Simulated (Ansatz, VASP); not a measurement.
**Sc3Al: VASP beside Ansatz**

```
Sc Al
1.0
     6.31201    0.00000    0.00000
    -3.15601    5.46636    0.00000
     0.00000    0.00000    5.07970
Sc Al
6 2
Direct
  0.82839 0.17161 0.75000
  0.34322 0.17161 0.75000
  0.82839 0.65678 0.75000
  0.17161 0.82839 0.25000
  0.65678 0.82839 0.25000
  0.17161 0.34322 0.25000
  0.66667 0.33333 0.25000
  0.33333 0.66667 0.75000
```

Alike in both runs: functional PBEsol; k mesh 6 × 6 × 8; occupations gaussian, width 0.1 eV; no spin polarisation.

Ansatz relaxed the structure, and its values are those at the end. VASP's run is a single point on that final structure, the one shown.

|  | VASP | Ansatz |
| --- | --- | --- |
| version | VASP 6.6.1 | Ansatz 0.2.0 |
| potentials or method | VASP PAW PBE potentials, release 64 (Sc_sv, Al), cutoff 520 eV | scalar-relativistic, plane waves, PAW |
| valence electrons in the cell | 72 | 72 |

Ansatz gave:

| Quantity | Value |
| --- | --- |
| gap on the k mesh at the Fermi level (eV) | none |
| pressure (GPa) | -2.8 |

Task: Which values does VASP return?

Result: gap on the k mesh at the Fermi level (eV): none; pressure (GPa): -2.7.

VASP's potentials were made for PBE, not for PBEsol. A gap of «none» marks a metal or a gap that the smearing closes. Ansatz's warnings: stress scf threshold loose.
